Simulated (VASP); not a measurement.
# AlN (P1) in VASP: further runs

The runs below take AlN through single point, with PBEsol.

Everything below comes from runs of VASP 6.6.1. Logs are shortened: lines on timing, memory, paths and dates and some standing lists are left out, and cuts for length are marked.

### 1 The cell of the first run

The typed cell holds 4 atoms: a = 3.111 Å, b = 3.124 Å, c = 4.978 Å, α = 90.21°, β = 90.57°, γ = 120.43°.

### 2 Single point, PBEsol (equal xy, yz and zx shear strains of -1 %)

Input file INCAR:

```
SYSTEM = AlN
  PREC = Accurate
  ENCUT = 520
  EDIFF = 1E-6
  ISMEAR = -1
  SIGMA = 0.02
  LREAL = .FALSE.
  LASPH = .TRUE.
  NELM = 100
  ALGO = Normal
  ISIF = 2
  LWAVE = .FALSE.
  LCHARG = .FALSE.
  GGA = PS
  NBANDS = 16
```

Input file KPOINTS:

```
regular mesh
0
G
  11 11 6
  0 0 0
```

Input file POSCAR:

```
AlN
1.0
    3.1110021516     -0.0155550108     -0.0155550108
   -1.5689721103      2.7019843999     -0.0056935291
   -0.0248900000     -0.0248900000      4.9780000000
Al N
2 2
Direct
    0.3333333333      0.6666666667      0.0000000000
    0.6666666667      0.3333333333      0.5000000000
    0.3333333333      0.6666666667      0.3850000000
    0.6666666667      0.3333333333      0.8850000000
```

Potentials or basis: VASP PAW PBE potentials, release 64 (Al, N).

Command:

```console
$ cat potpaw_PBE.64/Al/POTCAR potpaw_PBE.64/N/POTCAR > POTCAR
$ mpirun -np 1 vasp_std > vasp.out
```

OUTCAR:

```text
SYSTEM = AlN
   PREC = Accurate
   ENCUT = 520
   EDIFF = 1E-6
   ISMEAR = -1
   LREAL = .FALSE.
   LASPH = .TRUE.
   NELM = 100
   ISIF = 2
   GGA = PS

 ion  position               nearest neighbor table
   1  0.333  0.667  0.000-   4 1.87   4 1.89   4 1.89   3 1.92   2 3.04   2 3.05   2 3.07   2 3.08
                             2 3.08   2 3.08
   2  0.667  0.333  0.500-   3 1.88   3 1.89   3 1.89   4 1.92   1 3.04   1 3.05   1 3.07   1 3.08
                             1 3.08   1 3.08
   3  0.333  0.667  0.385-   2 1.88   2 1.89   2 1.89   1 1.92
   4  0.667  0.333  0.885-   1 1.87   1 1.89   1 1.89   2 1.92

  LATTYP: Found a triclinic cell.
 ALAT       =     3.0976137608
 B/A-ratio  =     1.0043472705
 C/A-ratio  =     1.6070836563
 COS(alpha) =     0.0099745013
 COS(beta)  =     0.0136846555
 COS(gamma) =     0.4934979113

  Lattice vectors:

 A1 = (   1.5420300413,   2.6864293891,  -0.0212485399)
 A2 = (   3.1110021516,  -0.0155550108,  -0.0155550108)
 A3 = (   0.0248900000,   0.0248900000,  -4.9780000000)

Analysis of symmetry for initial positions (statically):
=====================================================================
 Subroutine PRICEL returns:
 Original cell was already a primitive cell.

 Routine SETGRP: Setting up the symmetry group for a
 triclinic supercell.

 Subroutine GETGRP returns: Found  1 space group operations
 (whereof  1 operations were pure point group operations)
 out of a pool of  2 trial point group operations.

The static configuration has the point symmetry C_1 .

Analysis of symmetry for dynamics (positions and initial velocities):
=====================================================================
 Subroutine PRICEL returns:
 Original cell was already a primitive cell.

 Routine SETGRP: Setting up the symmetry group for a
 triclinic supercell.

 Subroutine GETGRP returns: Found  1 space group operations
 (whereof  1 operations were pure point group operations)
 out of a pool of  2 trial point group operations.

The dynamic configuration has the point symmetry C_1 .

 Subroutine INISYM returns: Found  1 space group operations
 (whereof  1 operations are pure point group operations),
 and found     1 'primitive' translations

----------------------------------------------------------------------------------------

                                     Primitive cell

  volume of cell :      41.7209

  direct lattice vectors                    reciprocal lattice vectors
     3.111002152 -0.015555011 -0.015555011     0.322388609  0.187208055  0.002547983
    -1.568972110  2.701984400 -0.005693529     0.001865253  0.371185396  0.001865253
    -0.024890000 -0.024890000  4.978000000     0.001009518  0.001009518  0.200893984

  length of vectors
     3.111079926  3.124488054  4.978124448     0.372810627  0.371194769  0.200899057

  position of ions in fractional coordinates (direct lattice)
     0.333333333  0.666666667  0.000000000
     0.666666667  0.333333333  0.500000000
     0.333333333  0.666666667  0.385000000
     0.666666667  0.333333333  0.885000000

  ion indices of the primitive-cell ions
   primitive index   ion index
                 1           1
                 2           2
                 3           3
                 4           4

----------------------------------------------------------------------------------------

 KPOINTS: regular mesh

Automatic generation of k-mesh.
 Grid dimensions read from file:
 generate k-points for:   11   11    6

 Generating k-lattice:

  Cartesian coordinates                     Fractional coordinates (reciprocal lattice)
     0.029308055  0.017018914  0.000231635     0.090909091  0.000000000  0.000000000
     0.000169568  0.033744127  0.000169568     0.000000000  0.090909091  0.000000000
     0.000168253  0.000168253  0.033482331     0.000000000  0.000000000  0.166666667

  Length of vectors
     0.033891875  0.033744979  0.033483176

  Shift w.r.t. Gamma in fractional coordinates (k-lattice)
     0.000000000  0.000000000  0.000000000

 Subroutine IBZKPT returns following result:
 ===========================================

 Found    364 irreducible k-points:

 Following reciprocal coordinates:
            Coordinates               Weight
  0.000000  0.000000  0.000000      1.000000
  0.090909  0.000000  0.000000      2.000000
  0.181818  0.000000  0.000000      2.000000
  0.272727  0.000000  0.000000      2.000000
  0.363636 -0.000000  0.000000      2.000000
  0.454545  0.000000  0.000000      2.000000
[... 16 lines left out ...]
  0.454545  0.181818  0.000000      2.000000
 -0.454545  0.181818 -0.000000      2.000000
 [... further k-points ...]
   k-points           NKPTS =    364   k-points in BZ     NKDIM =    364   number of bands    NBANDS=     16
   number of dos      NEDOS =    301   number of ions     NIONS =      4
   total plane-waves  NPLWV =  23040
   dimension x,y,z NGX =    24 NGY =   24 NGZ =   40
   dimension x,y,z NGXF=    48 NGYF=   48 NGZF=   80
   ions per type =               2   2
   NGX,Y,Z   is equivalent  to a cutoff of  12.82, 12.77, 13.36 a.u.
   NGXF,Y,Z  is equivalent  to a cutoff of  25.65, 25.54, 26.72 a.u.
 SYSTEM =  AlN
   PREC   = accura    normal or accurate (medium, high low for compatibility)
   ISTART =      0    job   : 0-new  1-cont  2-samecut
   ICHARG =      2    charge: 1-file 2-atom 10-const
   ISPIN  =      1    spin polarized calculation?
   LNONCOLLINEAR =      F non collinear calculations
   LSORBIT =      F    spin-orbit coupling
   LASPH  =      T    aspherical Exc in radial PAW
   ENCUT  =  520.0 eV  38.22 Ry    6.18 a.u.   5.78  5.81  9.26*2*pi/ulx,y,z
   NELM   =    100;   NELMIN=  2; NELMDL= -5     # of ELM steps
   EDIFF  = 0.1E-05   stopping-criterion for ELM
   LREAL  =      F    real-space projection
   EDIFFG = 0.1E-04   stopping-criterion for IOM
   NSW    =      0    number of steps for IOM
   IBRION =     -1    ionic relax: 0-MD 1-quasi-New 2-CG
   NFREE  =      0    steps in history (QN), initial steepest desc. (CG)
   ISIF   =      2    stress and relaxation
   ISYM   =      2    0-nonsym 1-usesym 2-fastsym
   POTIM  = 0.5000    time-step for ionic-motion
   TEBEG  =    0.0;   TEEND  =   0.0 temperature during run
   PSTRESS=    0.0 pullay stress
   NELECT =      16.0000    total number of electrons
   NUPDOWN=      -1.0000    fix difference up-down
   EMIN   =  10.00;   EMAX   =-10.00  energy-range for DOS
   EFERMI =   0.00;   METHOD = LEGACY
   ISMEAR =    -1;   SIGMA  =   0.02  broadening in eV -4-tet -1-fermi 0-gaus
   EFERMI_NEDOS =   21; number of points for ismear=-14 and -15
   IALGO  =     38    algorithm
   IMIX   =      4    mixing-type and parameters
     AMIX     =   0.40;   BMIX     =  1.00
     AMIX_MAG =   1.60;   BMIX_MAG =  1.00
  volume/ion in A,a.u.               =      10.43        70.39
  Fermi-wavevector in a.u.,A,eV,Ry     =   1.189407  2.247653 19.247999  1.414688
  Thomas-Fermi vector in A             =   2.325515
   LORBIT       =      0    0 simple, 1 ext, 2 COOP (PROOUT), +10 PAW based schemes
   GGA     = PS    functional components
   LHFCALC =     F    Hartree Fock is set to
   AEXX    =    0.0000 exact exchange contribution
   IVDW    =     0    specifies the selected vdW correction
   LEPSILON=     F    determine dielectric tensor
   LRPA    =     F    only Hartree local field effects (RPA)
 non-spin polarized calculation
  energy-cutoff  :      520.00
  volume of cell :       41.72
 maximum number of plane-waves:      1136
   NGX = 11   NGY = 11   NGZ = 19

 number of electron      15.9999998 magnetization

 Free energy of the ion-electron system (eV)
  ---------------------------------------------------
  ext. energy  EPLUGINS =         0.00000000
  ---------------------------------------------------
  free energy    TOTEN  =       -31.30381268 eV

  energy without entropy =      -31.30381268  energy(sigma->0) =      -31.30381268

 E-fermi :   6.5037     XC(G=0): -11.1125

 val. band max:        6.1346939076   @ k =   0.0000   0.0000   0.0000
 cond. band min:      10.2162408560   @ k =   0.0000   0.0000   0.0000
 fundamental gap:      4.0815469484
 Fermi energy:         6.5036847295

 k-point     1 :       0.0000    0.0000    0.0000
  band No.  band energies     occupation
      1      -9.1002      2.00000
      2      -6.9119      2.00000
      3       0.0332      2.00000
      4       5.1507      2.00000
      5       5.2064      2.00000
      6       5.8095      2.00000
[... 8 lines left out ...]
     15      19.0870      0.00000
     16      19.1997      0.00000

 k-point     2 :       0.0909    0.0000    0.0000
  band No.  band energies     occupation
      1      -8.9924      2.00000
      2      -6.8504      2.00000
      3       0.1607      2.00000
      4       4.7190      2.00000
      5       5.0116      2.00000
      6       5.3652      2.00000
[... 8 lines left out ...]
     15      19.1012      0.00000
     16      19.1831      0.00000

 k-point     3 :       0.1818    0.0000    0.0000
  band No.  band energies     occupation
      1      -8.6801      2.00000
      2      -6.6853      2.00000
      3       0.5357      2.00000
      4       3.5735      2.00000
      5       4.3730      2.00000
      6       4.6891      2.00000
[... 8 lines left out ...]
     15      18.2943      0.00000
     16      18.5941      0.00000

 k-point     4 :       0.2727    0.0000    0.0000
  band No.  band energies     occupation
      1      -8.2007      2.00000
      2      -6.4796      2.00000
      3       1.1308      2.00000
      4       2.2954      2.00000
      5       3.3288      2.00000
      6       4.3383      2.00000
[... 8 lines left out ...]
     15      18.0706      0.00000
     16      19.5022      0.00000
[... 324 lines left out ...]
 k-point    22 :       0.3636    0.1818    0.0000
  band No.  band energies     occupation
      1      -6.9641      2.00000
      2      -6.3569      2.00000
      3       0.9439      2.00000
      4       2.0828      2.00000
      5       2.9037      2.00000
      6       2.9611      2.00000
[... 8 lines left out ...]
     15      18.6905      0.00000
     16      20.6127      0.00000

 k-point    23 :       0.4545    0.1818    0.0000
  band No.  band energies     occupation
      1      -6.9709      2.00000
      2      -6.3558      2.00000
      3       0.9493      2.00000
      4       2.0871      2.00000
      5       2.8950      2.00000
      6       2.9574      2.00000
[... 8 lines left out ...]
     15      18.7394      0.00000
     16      20.6081      0.00000

 k-point    24 :      -0.4545    0.1818   -0.0000
  band No.  band energies     occupation
      1      -7.4227      2.00000
      2      -6.3055      2.00000
      3       1.4861      2.00000
      4       2.0908      2.00000
      5       2.2140      2.00000
      6       3.4888      2.00000
[... 8 lines left out ...]
     15      18.2636      0.00000
     16      20.6402      0.00000

 [... further k-points ...]

------------------------ aborting loop because EDIFF is reached ----------------------------------------

  FORCE on cell =-STRESS in cart. coord.  units (eV):
  Direction    XX          YY          ZZ          XY          YZ          ZX
  --------------------------------------------------------------------------------------
  -------------------------------------------------------------------------------------
  Total        0.3125913      0.3127449     -0.2070472      0.4674400      0.3320855      0.3322155
  in kB       12.0042203     12.0101206     -7.9510870     17.9507649     12.7528443     12.7578344
  external PRESSURE =       5.3544180 kB  Pullay stress =       0.0000000 kB

 VOLUME and BASIS-vectors are now :
 -----------------------------------------------------------------------------
  energy-cutoff  :      520.00
  volume of cell :       41.72
      direct lattice vectors                 reciprocal lattice vectors
     3.111002152 -0.015555011 -0.015555011     0.322388609  0.187208055  0.002547983
    -1.568972110  2.701984400 -0.005693529     0.001865253  0.371185396  0.001865253
    -0.024890000 -0.024890000  4.978000000     0.001009518  0.001009518  0.200893984

 POSITION                                       TOTAL-FORCE (eV/Angst)
 -----------------------------------------------------------------------------------
     -0.00898      1.79614     -0.00898         0.156593      0.059151      0.182060
      1.53857      0.87785      2.47673        -0.042044      0.055170      0.178584
     -0.01856      1.78656      1.90755         0.058471     -0.055262     -0.178154
      1.52898      0.86826      4.39326        -0.173021     -0.059059     -0.182490
 -----------------------------------------------------------------------------------
    total drift:                               -0.000155     -0.000339      0.000381

  FREE ENERGIE OF THE ION-ELECTRON SYSTEM (eV)
  ---------------------------------------------------
  free  energy   TOTEN  =       -31.3038126770 eV

  energy  without entropy=      -31.3038126770  energy(sigma->0) =      -31.30381268
```

Wall time 81 s (1 thread of AMD EPYC 9R45 (Zen 5), shared host); peak memory 0.28 GiB.

Results:

```
Free energy            : -31.3038 eV
Pressure               : 0.5 GPa
Largest force          : 0.258 eV/Å
Band gap on the k mesh : 4.08 eV
```

Forces in eV/Å, atoms in the order of the input:
```
Al   0.157  0.059  0.182
Al  -0.042  0.055  0.179
N    0.058 -0.055 -0.178
N   -0.173 -0.059 -0.182
```

Levels at points of the mesh, in eV from the valence-band top:
```csv
k point,band 6,band 7,band 8,band 9,band 10,band 11
"(0.00, 0.00, 0.00)",-0.33,-0.28,0.00,4.08,6.52,10.49
"(0.00, 0.00, 0.50)",-0.66,-0.62,-0.59,6.35,6.35,10.16
```

Caveat: the cell differs from its parent crystal (equal xy, yz and zx shear strains of -1 %); the PAW data sets were made with another functional, which shifts forces and pressure a little. A k mesh can miss the band edges.

### 3 Single point, PBEsol (equal xy, yz and zx shear strains of +2 %)

Input file INCAR:

```
SYSTEM = AlN
PREC = Accurate
ENCUT = 520
EDIFF = 1E-6
ISMEAR = -1
SIGMA = 0.02
LREAL = .FALSE.
LASPH = .TRUE.
NELM = 80
ALGO = Normal
ISIF = 2
LWAVE = .FALSE.
LCHARG = .FALSE.
GGA = PS
NBANDS = 16
```

Input file KPOINTS:

```
Automatic mesh
0
G
  11 11 6
  0 0 0
```

Input file POSCAR:

```
AlN
1.0
    3.1110021516      0.0311100215      0.0311100215
   -1.5285590069      2.6786518837      0.0113870582
    0.0497800000      0.0497800000      4.9780000000
Al N
2 2
Direct
    0.3333333333      0.6666666667      0.0000000000
    0.6666666667      0.3333333333      0.5000000000
    0.3333333333      0.6666666667      0.3850000000
    0.6666666667      0.3333333333      0.8850000000
```

Potentials or basis: VASP PAW PBE potentials, release 64 (Al, N).

Command:

```console
$ cat potpaw_PBE.64/Al/POTCAR potpaw_PBE.64/N/POTCAR > POTCAR
$ mpirun -np 1 vasp_std > vasp.out
```

Run time: 80 s. Hardware: 1 thread of AMD EPYC 9R45 (Zen 5), shared host; peak memory 0.28 GiB.

The run converged. Its results:

| Item | Value |
| --- | --- |
| Free energy | -31.2869 eV |
| Pressure | 0.6 GPa |
| Largest force | 0.380 eV/Å |
| Band gap on the k mesh | 4.06 eV |

Forces in eV/Å, atoms in the order of the input:
```
Al  -0.284 -0.093  0.194
Al   0.082 -0.108  0.181
N   -0.111  0.108 -0.179
N    0.313  0.093 -0.196
```

Stress tensor (GPa, compression positive):
```
 1.29 -3.60 -2.57
-3.60  1.30 -2.57
-2.57 -2.57 -0.71
```

Levels at points of the mesh, in eV from the valence-band top:
| k point | band 6 | band 7 | band 8 | band 9 | band 10 | band 11 |
| --- | --- | --- | --- | --- | --- | --- |
| (0.00, 0.00, 0.00) | -0.38 | -0.26 | 0.00 | 4.06 | 6.50 | 10.44 |
| (0.00, 0.00, 0.50) | -0.69 | -0.61 | -0.55 | 6.31 | 6.33 | 10.14 |

Caveat: the cell differs from its parent crystal (equal xy, yz and zx shear strains of +2 %); the PAW data sets were made with another functional, which shifts forces and pressure a little. A k mesh can miss the band edges.
